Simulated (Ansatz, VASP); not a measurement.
# GaN in VASP and in Ansatz

```xyz
2
Lattice="0.0000 2.2535 2.2535 2.2535 0.0000 2.2535 2.2535 2.2535 0.0000" Properties=species:S:1:pos:R:3 pbc="T T T"
Ga    0.0000    0.0000    0.0000
N     3.3803    3.3803    3.3803
```

Alike in both runs: task single point; functional PBEsol; k mesh 10 × 10 × 10; no spin polarisation.

|  | VASP | Ansatz |
| --- | --- | --- |
| version | VASP 6.6.1 | Ansatz 0.2.0 |
| potentials or method | VASP PAW PBE potentials, release 64 (Ga_d, N) | plane waves, PAW |
| plane-wave cutoff (eV) | 520 | 420 |
| occupations | gaussian, width 0.01 eV | fixed |
| valence electrons in the cell | 18 | 18 |

```tsv
	VASP	Ansatz	Ansatz less VASP
pressure (GPa)	-1.3	-1.1	+0.20
```

VASP's potentials were made for PBE, not for PBEsol.
